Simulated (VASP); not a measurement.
# MoSe (Pm-3m) in VASP: a series of runs

Runs on MoSe. Level: PBE+U. Tasks: single point.

All numbers are computed with VASP 6.6.1; they aren't measurements. Logs are shortened: lines on timing, memory, paths and dates and some standing lists are left out, and cuts for length are marked.

## 1. The cell of the first run

Symmetry: Pm-3m, No. 221, cubic system. The conventional cell has a = 3.280 Å, b = 3.280 Å, c = 3.280 Å, α = 90.00°, β = 90.00°, γ = 90.00°. Within 3.7 Å of Mo (site symmetry m-3m) lie 8 Se at 2.84 Å and 6 Mo at 3.28 Å. Within 3.7 Å of Se (site symmetry m-3m) lie 8 Mo at 2.84 Å and 6 Se at 3.28 Å.

## 2. Single point, PBE+U

The input, INCAR:

```
ALGO = Normal
EDIFF = 1E-7
ENCUT = 520
GGA = PE
ISIF = 2
ISMEAR = 0
LASPH = True
LCHARG = False
LDAU = True
LDAUJ = 0 0
LDAUL = 2 -1
LDAUPRINT = 1
LDAUTYPE = 2
LDAUU = 4.38 0
LMAXMIX = 4
LREAL = False
LWAVE = False
NBANDS = 17
NELM = 150
PREC = Accurate
SIGMA = 0.1
```

The input, KPOINTS:

```
k-points
0
Gamma
  12 12 12
```

The input, POSCAR:

```
MoSe
1.0
    3.2800703421      0.0000000000      0.0000000000
    0.0000000000      3.2800703421      0.0000000000
    0.0000000000      0.0000000000      3.2800703421
Mo Se
1 1
Direct
    0.0000000000      0.0000000000      0.0000000000
    0.5000000000      0.5000000000      0.5000000000
```

Potentials or basis: VASP PAW PBE potentials, release 64 (Mo_sv, Se).

Started as:

```
$ cat potpaw_PBE.64/Mo_sv/POTCAR potpaw_PBE.64/Se/POTCAR > POTCAR
$ mpirun -np 1 vasp_std > vasp.out
```

OUTCAR:

```text
EDIFF = 1E-7
   ENCUT = 520
   GGA = PE
   ISIF = 2
   ISMEAR = 0
   LASPH = True
   LREAL = False
   NELM = 150
   PREC = Accurate

 ion  position               nearest neighbor table
   1  0.000  0.000  0.000-   2 2.84   2 2.84   2 2.84   2 2.84   2 2.84   2 2.84   2 2.84   2 2.84

   2  0.500  0.500  0.500-   1 2.84   1 2.84   1 2.84   1 2.84   1 2.84   1 2.84   1 2.84   1 2.84

  LATTYP: Found a simple cubic cell.
 ALAT       =     3.2800703421

  Lattice vectors:

 A1 = (   3.2800703421,   0.0000000000,   0.0000000000)
 A2 = (   0.0000000000,   3.2800703421,   0.0000000000)
 A3 = (   0.0000000000,   0.0000000000,   3.2800703421)

Analysis of symmetry for initial positions (statically):
=====================================================================
 Subroutine PRICEL returns:
 Original cell was already a primitive cell.

 Routine SETGRP: Setting up the symmetry group for a
 simple cubic supercell.

 Subroutine GETGRP returns: Found 48 space group operations
[... 9 lines left out ...]

 Routine SETGRP: Setting up the symmetry group for a
 simple cubic supercell.

 Subroutine GETGRP returns: Found 48 space group operations
[... 11 lines left out ...]
                                     Primitive cell

  volume of cell :      35.2898

  direct lattice vectors                    reciprocal lattice vectors
     3.280070342  0.000000000  0.000000000     0.304871511  0.000000000  0.000000000
     0.000000000  3.280070342  0.000000000     0.000000000  0.304871511  0.000000000
     0.000000000  0.000000000  3.280070342     0.000000000  0.000000000  0.304871511

  length of vectors
     3.280070342  3.280070342  3.280070342     0.304871511  0.304871511  0.304871511

  position of ions in fractional coordinates (direct lattice)
     0.000000000  0.000000000  0.000000000
     0.500000000  0.500000000  0.500000000

  ion indices of the primitive-cell ions
   primitive index   ion index
                 1           1
                 2           2

----------------------------------------------------------------------------------------

 KPOINTS: k-points

Automatic generation of k-mesh.
 Grid dimensions read from file:
 generate k-points for:   12   12   12

 Generating k-lattice:

  Cartesian coordinates                     Fractional coordinates (reciprocal lattice)
     0.025405959  0.000000000  0.000000000     0.083333333  0.000000000  0.000000000
     0.000000000  0.025405959  0.000000000     0.000000000  0.083333333  0.000000000
     0.000000000  0.000000000  0.025405959     0.000000000  0.000000000  0.083333333

  Length of vectors
     0.025405959  0.025405959  0.025405959

  Shift w.r.t. Gamma in fractional coordinates (k-lattice)
     0.000000000  0.000000000  0.000000000

 Subroutine IBZKPT returns following result:
 ===========================================

 Found     84 irreducible k-points:

 Following reciprocal coordinates:
            Coordinates               Weight
  0.000000  0.000000  0.000000      1.000000
  0.083333  0.000000  0.000000      6.000000
  0.166667  0.000000  0.000000      6.000000
  0.250000  0.000000  0.000000      6.000000
  0.333333  0.000000  0.000000      6.000000
  0.416667  0.000000  0.000000      6.000000
[... 16 lines left out ...]
  0.333333  0.333333  0.000000     12.000000
  0.416667  0.333333  0.000000     24.000000
 [... further k-points ...]
   k-points           NKPTS =     84   k-points in BZ     NKDIM =     84   number of bands    NBANDS=     17
   number of dos      NEDOS =    301   number of ions     NIONS =      2
   total plane-waves  NPLWV =  13824
   dimension x,y,z NGX =    24 NGY =   24 NGZ =   24
   dimension x,y,z NGXF=    48 NGYF=   48 NGZF=   48
   ions per type =               1   1
   NGX,Y,Z   is equivalent  to a cutoff of  12.16, 12.16, 12.16 a.u.
   NGXF,Y,Z  is equivalent  to a cutoff of  24.33, 24.33, 24.33 a.u.
 SYSTEM =  unknown system
   PREC   = accura    normal or accurate (medium, high low for compatibility)
   ISTART =      0    job   : 0-new  1-cont  2-samecut
   ICHARG =      2    charge: 1-file 2-atom 10-const
   ISPIN  =      1    spin polarized calculation?
   LNONCOLLINEAR =      F non collinear calculations
   LSORBIT =      F    spin-orbit coupling
   LASPH  =      T    aspherical Exc in radial PAW
   ENCUT  =  520.0 eV  38.22 Ry    6.18 a.u.   6.10  6.10  6.10*2*pi/ulx,y,z
   NELM   =    150;   NELMIN=  2; NELMDL= -5     # of ELM steps
   EDIFF  = 0.1E-06   stopping-criterion for ELM
   LREAL  =      F    real-space projection
   EDIFFG = 0.1E-05   stopping-criterion for IOM
   NSW    =      0    number of steps for IOM
   IBRION =     -1    ionic relax: 0-MD 1-quasi-New 2-CG
   NFREE  =      0    steps in history (QN), initial steepest desc. (CG)
   ISIF   =      2    stress and relaxation
   ISYM   =      2    0-nonsym 1-usesym 2-fastsym
   POTIM  = 0.5000    time-step for ionic-motion
   TEBEG  =    0.0;   TEEND  =   0.0 temperature during run
   PSTRESS=    0.0 pullay stress
   NELECT =      20.0000    total number of electrons
   NUPDOWN=      -1.0000    fix difference up-down
   EMIN   =  10.00;   EMAX   =-10.00  energy-range for DOS
   EFERMI =   0.00;   METHOD = LEGACY
   ISMEAR =     0;   SIGMA  =   0.10  broadening in eV -4-tet -1-fermi 0-gaus
   EFERMI_NEDOS =   21; number of points for ismear=-14 and -15
   IALGO  =     38    algorithm
   IMIX   =      4    mixing-type and parameters
     AMIX     =   0.40;   BMIX     =  1.00
     AMIX_MAG =   1.60;   BMIX_MAG =  1.00
  volume/ion in A,a.u.               =      17.64       119.07
  Fermi-wavevector in a.u.,A,eV,Ry     =   1.354779  2.560160 24.972475  1.835425
  Thomas-Fermi vector in A             =   2.481922
   LORBIT       =      0    0 simple, 1 ext, 2 COOP (PROOUT), +10 PAW based schemes
 LDA+U is selected, type is set to LDAUTYPE =  2
   angular momentum for each species LDAUL =     2   -1
   U (eV)           for each species LDAUU =   4.4  0.0
   J (eV)           for each species LDAUJ =   0.0  0.0
   GGA     = PE    functional components
   LHFCALC =     F    Hartree Fock is set to
   AEXX    =    0.0000 exact exchange contribution
   IVDW    =     0    specifies the selected vdW correction
   LEPSILON=     F    determine dielectric tensor
   LRPA    =     F    only Hartree local field effects (RPA)
 non-spin polarized calculation
 Gauss-broadening in eV      SIGMA  =   0.10
  energy-cutoff  :      520.00
  volume of cell :       35.29
 maximum number of plane-waves:       976
   NGX = 13   NGY = 13   NGZ = 13

atom =   1  type =  1  l = 2

 onsite density matrix

spin component  1

  0.3278  0.0000  0.0000 -0.0000  0.0000
  0.0000  0.3278 -0.0000 -0.0000 -0.0000
  0.0000 -0.0000  0.4629  0.0000 -0.0000
 -0.0000 -0.0000  0.0000  0.3278  0.0000
  0.0000 -0.0000 -0.0000  0.0000  0.4629

spin component  2

  0.3278  0.0000  0.0000 -0.0000  0.0000
  0.0000  0.3278 -0.0000 -0.0000 -0.0000
  0.0000 -0.0000  0.4629  0.0000 -0.0000
 -0.0000 -0.0000  0.0000  0.3278  0.0000
  0.0000 -0.0000 -0.0000  0.0000  0.4629

 occupancies and eigenvectors

  o =  0.3278  v =  0.0000  0.6092 -0.0000  0.7930 -0.0000  0.0000  0.0000  0.0000  0.0000  0.0000      0.0000  0.0000  0.0000  0.0000  0.0000  0.0000  0.0000  0.0000  0.0000  0.0000
  o =  0.3278  v =  0.0000  0.0000  0.0000  0.0000  0.0000  0.0000  0.6092 -0.0000  0.7930 -0.0000      0.0000  0.0000  0.0000  0.0000  0.0000  0.0000  0.0000  0.0000  0.0000  0.0000
  o =  0.3278  v =  1.0000  0.0000  0.0000  0.0000  0.0000  0.0000  0.0000  0.0000  0.0000  0.0000      0.0000  0.0000  0.0000  0.0000  0.0000  0.0000  0.0000  0.0000  0.0000  0.0000
  o =  0.3278  v =  0.0000  0.0000  0.0000  0.0000  0.0000  1.0000  0.0000  0.0000  0.0000  0.0000      0.0000  0.0000  0.0000  0.0000  0.0000  0.0000  0.0000  0.0000  0.0000  0.0000
  o =  0.3278  v =  0.0000 -0.7930  0.0000  0.6092 -0.0000  0.0000  0.0000  0.0000  0.0000  0.0000      0.0000  0.0000  0.0000  0.0000  0.0000  0.0000  0.0000  0.0000  0.0000  0.0000
  o =  0.3278  v =  0.0000  0.0000  0.0000  0.0000  0.0000  0.0000 -0.7930  0.0000  0.6092 -0.0000      0.0000  0.0000  0.0000  0.0000  0.0000  0.0000  0.0000  0.0000  0.0000  0.0000
  o =  0.4629  v =  0.0000  0.0000  0.0000  0.0000  0.0000  0.0000  0.0000  0.9999  0.0000  0.0156      0.0000  0.0000  0.0000  0.0000  0.0000  0.0000  0.0000  0.0000  0.0000  0.0000
  o =  0.4629  v =  0.0000  0.0000  0.9999  0.0000  0.0156  0.0000  0.0000  0.0000  0.0000  0.0000      0.0000  0.0000  0.0000  0.0000  0.0000  0.0000  0.0000  0.0000  0.0000  0.0000
  o =  0.4629  v =  0.0000  0.0000  0.0000  0.0000  0.0000  0.0000  0.0000 -0.0156  0.0000  0.9999      0.0000  0.0000  0.0000  0.0000  0.0000  0.0000  0.0000  0.0000  0.0000  0.0000
  o =  0.4629  v =  0.0000  0.0000 -0.0156  0.0000  0.9999  0.0000  0.0000  0.0000  0.0000  0.0000      0.0000  0.0000  0.0000  0.0000  0.0000  0.0000  0.0000  0.0000  0.0000  0.0000

 number of electron      19.9999996 magnetization

 Free energy of the ion-electron system (eV)
  ---------------------------------------------------
  ext. energy  EPLUGINS =         0.00000000
  ---------------------------------------------------
  free energy    TOTEN  =        -8.84324833 eV

  energy without entropy =       -8.83141138  energy(sigma->0) =       -8.83732986

 E-fermi :   9.7239     XC(G=0): -11.9749

 val. band max:        9.7204620390   @ k =   0.3333   0.3333   0.1667
 cond. band min:       9.7355703772   @ k =   0.5000   0.3333   0.2500
 fundamental gap:      0.0151083381
 Fermi energy:         9.7239210058

 k-point     1 :       0.0000    0.0000    0.0000
  band No.  band energies     occupation
      1     -52.1308      2.00000
      2     -26.1119      2.00000
      3     -26.1119      2.00000
      4     -26.1119      2.00000
      5      -6.1053      2.00000
      6       6.4487      2.00000
[... 9 lines left out ...]
     16      18.3990      0.00000
     17      25.0384      0.00000

 k-point     2 :       0.0833    0.0000    0.0000
  band No.  band energies     occupation
      1     -52.1300      2.00000
      2     -26.1239      2.00000
      3     -26.1108      2.00000
      4     -26.1108      2.00000
      5      -6.0332      2.00000
      6       6.0139      2.00000
[... 9 lines left out ...]
     16      18.6350      0.00000
     17      24.0450      0.00000
[... 421 lines left out ...]
 k-point    24 :       0.4167    0.3333    0.0000
  band No.  band energies     occupation
      1     -52.1111      2.00000
      2     -26.2572      2.00000
      3     -26.2221      2.00000
      4     -26.0857      2.00000
      5      -4.4223      2.00000
      6       3.2193      2.00000
[... 9 lines left out ...]
     16      20.1828      0.00000
     17      20.7299      0.00000

 [... further k-points ...]
[... 5 lines left out ...]
  --------------------------------------------------------------------------------------
  -------------------------------------------------------------------------------------
  Total       -2.9507294     -2.9507294     -2.9507294      0.0000000      0.0000000     -0.0000000
  in kB     -133.9647380   -133.9647380   -133.9647380      0.0000000      0.0000000     -0.0000000
  external PRESSURE =    -133.9647380 kB  Pullay stress =       0.0000000 kB

 VOLUME and BASIS-vectors are now :
 -----------------------------------------------------------------------------
  energy-cutoff  :      520.00
  volume of cell :       35.29
      direct lattice vectors                 reciprocal lattice vectors
     3.280070342  0.000000000  0.000000000     0.304871511  0.000000000  0.000000000
     0.000000000  3.280070342  0.000000000     0.000000000  0.304871511  0.000000000
     0.000000000  0.000000000  3.280070342     0.000000000  0.000000000  0.304871511

 POSITION                                       TOTAL-FORCE (eV/Angst)
 -----------------------------------------------------------------------------------
      0.00000      0.00000      0.00000         0.000000      0.000000      0.000000
      1.64004      1.64004      1.64004         0.000000      0.000000      0.000000
 -----------------------------------------------------------------------------------
    total drift:                                0.000000      0.000000      0.000000

  FREE ENERGIE OF THE ION-ELECTRON SYSTEM (eV)
  ---------------------------------------------------
  free  energy   TOTEN  =        -8.8432483306 eV

  energy  without entropy=       -8.8314113803  energy(sigma->0) =       -8.83732986
```

It took 32 s on 1 thread of Intel Xeon Platinum 8488C (Sapphire Rapids), shared host; peak memory 0.17 GiB.

What came out:

* Free energy: -8.8432 eV
* Pressure: -13.4 GPa
* Band gap on the k mesh: zero (band 10 reaches 11.21 eV, above the bottom of band 11 at 9.10 eV)

Eigenvalues of the final occupation matrices:
| site | spin | trace | eigenvalues |
| --- | --- | --- | --- |
| site 1 d | 1 | 1.91 | 0.33 0.33 0.33 0.46 0.46 |
| site 1 d | 2 | 1.91 | 0.33 0.33 0.33 0.46 0.46 |

Caveat: U without spin polarisation on a metal has little footing.

## 3. Single point, PBE+U

This run uses another cell than the first one, of 18.39 Å³/atom, 1.042 times its volume.

The input, INCAR:

```
PREC = Accurate
ENCUT = 520
EDIFF = 1E-6
ISMEAR = 0
SIGMA = 0.1
LREAL = False
LASPH = True
NELM = 150
ALGO = Normal
ISIF = 2
LWAVE = False
LCHARG = False
LMAXMIX = 4
LDAU = True
LDAUTYPE = 2
LDAUL = 2 -1
LDAUU = 4.38 0
LDAUJ = 0 0
LDAUPRINT = 1
GGA = PE
NBANDS = 17
```

The input, KPOINTS:

```
Automatic mesh
0
Gamma
  12 12 12
```

The input, POSCAR:

```
MoSe
1.0
    3.3258285494      0.0000000000      0.0000000000
    0.0000000000      3.3258285494      0.0000000000
    0.0000000000      0.0000000000      3.3258285494
Mo Se
1 1
Direct
    0.0000000000      0.0000000000      0.0000000000
    0.5000000000      0.5000000000      0.5000000000
```

Potentials or basis: VASP PAW PBE potentials, release 64 (Mo_sv, Se).

Started as:

```
$ cat potpaw_PBE.64/Mo_sv/POTCAR potpaw_PBE.64/Se/POTCAR > POTCAR
$ mpirun -np 1 vasp_std > vasp.out
```

OUTCAR:

```text
PREC = Accurate
   ENCUT = 520
   EDIFF = 1E-6
   ISMEAR = 0
   LREAL = False
   LASPH = True
   NELM = 150
   ISIF = 2
   GGA = PE

 ion  position               nearest neighbor table
   1  0.000  0.000  0.000-   2 2.88   2 2.88   2 2.88   2 2.88   2 2.88   2 2.88   2 2.88   2 2.88

   2  0.500  0.500  0.500-   1 2.88   1 2.88   1 2.88   1 2.88   1 2.88   1 2.88   1 2.88   1 2.88

  LATTYP: Found a simple cubic cell.
 ALAT       =     3.3258285494

  Lattice vectors:

 A1 = (   3.3258285494,   0.0000000000,   0.0000000000)
[... 687 lines left out ...]
      4     -26.6915      2.00000
      5      -4.7904      2.00000
      6       2.8968      2.00000
[... 9 lines left out ...]
     16      19.3047      0.00000
     17      19.8722      0.00000

 [... further k-points ...]
[... 5 lines left out ...]
  --------------------------------------------------------------------------------------
  -------------------------------------------------------------------------------------
  Total       -3.7914523     -3.7914523     -3.7914523      0.0000000     -0.0000000      0.0000000
  in kB     -165.1264355   -165.1264355   -165.1264355      0.0000000     -0.0000000      0.0000000
  external PRESSURE =    -165.1264355 kB  Pullay stress =       0.0000000 kB

 VOLUME and BASIS-vectors are now :
 -----------------------------------------------------------------------------
  energy-cutoff  :      520.00
  volume of cell :       36.79
      direct lattice vectors                 reciprocal lattice vectors
     3.325828549  0.000000000  0.000000000     0.300676955  0.000000000  0.000000000
     0.000000000  3.325828549  0.000000000     0.000000000  0.300676955  0.000000000
     0.000000000  0.000000000  3.325828549     0.000000000  0.000000000  0.300676955

 POSITION                                       TOTAL-FORCE (eV/Angst)
 -----------------------------------------------------------------------------------
      0.00000      0.00000      0.00000         0.000000      0.000000      0.000000
      1.66291      1.66291      1.66291         0.000000      0.000000      0.000000
 -----------------------------------------------------------------------------------
    total drift:                               -0.000000      0.000000     -0.000000

  FREE ENERGIE OF THE ION-ELECTRON SYSTEM (eV)
  ---------------------------------------------------
  free  energy   TOTEN  =        -8.7027116201 eV

  energy  without entropy=       -8.6899233256  energy(sigma->0) =       -8.69631747
```

OSZICAR:

```text
N       E                     dE             d eps       ncg     rms          rms(c)
DAV:   1     0.136222708904E+03    0.13622E+03   -0.10573E+04  2856   0.113E+03
DAV:   2    -0.600402196191E+01   -0.14223E+03   -0.13924E+03  3625   0.299E+02
DAV:   3    -0.945254895560E+01   -0.34485E+01   -0.34081E+01  3138   0.430E+01
DAV:   4    -0.946861859776E+01   -0.16070E-01   -0.16061E-01  3404   0.324E+00
DAV:   5    -0.946868373171E+01   -0.65134E-04   -0.65134E-04  3193   0.217E-01    0.933E+00
DAV:   6    -0.872630851660E+01    0.74238E+00   -0.34245E+00  2903   0.131E+01    0.316E+00
DAV:   7    -0.868791319701E+01    0.38395E-01   -0.15865E-01  2929   0.293E+00    0.185E+00
DAV:   8    -0.869097472367E+01   -0.30615E-02   -0.73094E-02  3105   0.138E+00    0.352E-01
DAV:   9    -0.869429624260E+01   -0.33215E-02   -0.42759E-03  3139   0.341E-01    0.238E-01
DAV:  10    -0.869855418572E+01   -0.42579E-02   -0.11638E-02  2948   0.385E-01    0.143E-01
DAV:  11    -0.870142324501E+01   -0.28691E-02   -0.16465E-02  2947   0.332E-01    0.862E-02
DAV:  12    -0.870252164459E+01   -0.10984E-02   -0.97280E-03  2937   0.253E-01    0.406E-02
DAV:  13    -0.870270549202E+01   -0.18385E-03   -0.43076E-03  2944   0.165E-01    0.671E-03
DAV:  14    -0.870271120050E+01   -0.57085E-05   -0.15615E-04  2921   0.409E-02    0.514E-03
DAV:  15    -0.870271162005E+01   -0.41955E-06   -0.13334E-06  1718   0.362E-03
   1 F= -.87027116E+01 E0= -.86963175E+01  d E =-.127883E-01
```

Wall time 58 s (1 thread of Intel Xeon Platinum 8488C (Sapphire Rapids), shared host); peak memory 0.19 GiB.

Results:

```yaml
Free_energy: -8.7027 eV
Pressure: -16.5 GPa
Band_gap_on_the_k_mesh: zero (band 10 reaches 10.41 eV, above the bottom of band 11 at 8.64 eV)
```

Eigenvalues of the final occupation matrices:
```
    site  spin  trace               eigenvalues
site 1 d     1   1.89  0.31 0.31 0.31 0.49 0.49
site 1 d     2   1.89  0.31 0.31 0.31 0.49 0.49
```

Caveat: U without spin polarisation on a metal has little footing.
